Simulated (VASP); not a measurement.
Input of a VASP 6.6.1 run:

Contents of INCAR:

```
PREC     = Accurate       # precision mode
ENCUT    = 520            # plane-wave cutoff, eV
EDIFF    = 1E-6           # SCF threshold, eV
ISMEAR   = 0              # smearing method
SIGMA    = 0.01           # smearing width, eV
LREAL    = False          # projectors in reciprocal space
LASPH    = True           # aspherical terms in the spheres
NELM     = 80             # most SCF steps
ALGO     = Normal         # electronic algorithm
ISIF     = 2              # what is computed and relaxed
LWAVE    = False          # write WAVECAR
LCHARG   = False          # write CHGCAR
GGA      = PS             # functional
NBANDS   = 26             # bands
```

The input KPOINTS:

```
Automatic mesh
0
Gamma
  6 6 4
```

Contents of POSCAR:

```
AgCl
1.0
    3.5300000000      0.0000000000      0.0000000000
    0.0000000000      4.0110000000      0.0000000000
   -0.9725508841      0.0000000000      5.1520087129
Ag Cl
2 2
Direct
    0.1570000000      0.2500000000      0.2100000000
    0.8430000000      0.7500000000      0.7900000000
    0.3080000000      0.2500000000      0.7050000000
    0.6920000000      0.7500000000      0.2950000000
```

Potentials or basis: VASP PAW PBE potentials, release 64 (Ag, Cl).

The run is started by

```sh
$ cat potpaw_PBE.64/Ag/POTCAR potpaw_PBE.64/Cl/POTCAR > POTCAR
$ mpirun -np 1 vasp_std > vasp.out
```

(1) Predict the pressure.

(2) Predict the band gap on the k mesh.

(3) Predict the largest force.

Results:

(1) 4.6 GPa.

(2) 0.61 eV (least direct gap 2.27 eV).

(3) 0.846 eV/Å.

Caveat: the cell stands under pressure; semilocal functionals underestimate gaps, and a narrow one can read as zero; the PAW data sets were made with another functional, which shifts forces and pressure a little.
